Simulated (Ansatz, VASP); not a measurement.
# One calculation of In4P, two programs

```
CELL_PARAMETERS angstrom
5.23380 0.00000 0.00000
0.00000 5.23380 0.00000
0.00000 0.00000 5.23380
ATOMIC_POSITIONS crystal
In 0.50000 0.00000 0.00000
In 0.00000 0.50000 0.00000
In 0.00000 0.00000 0.50000
In 0.00000 0.00000 0.00000
P 0.50000 0.50000 0.50000
```

Alike in both runs: task single point; functional PBE; k mesh 4 × 4 × 4; occupations gaussian, width 0.1 eV; no spin polarisation.

|  | VASP | Ansatz |
| --- | --- | --- |
| version | VASP 6.6.1 | Ansatz 0.2.0 |
| potentials or method | VASP PAW PBE potentials, release 64 (In_d, P), cutoff 520 eV | scalar-relativistic, plane waves, PAW |
| valence electrons in the cell | 57 | 57 |

Ansatz gave:

| Item | Value |
| --- | --- |
| gap on the k mesh at the Fermi level (eV) | none |
| pressure (GPa) | 6.0 |

Task: Which values does VASP return?

Result: gap on the k mesh at the Fermi level (eV): none; pressure (GPa): 5.9.

A gap of «none» marks a metal or a gap that the smearing closes. With one functional, cell and mesh, what is left measures potentials, basis and numerics.
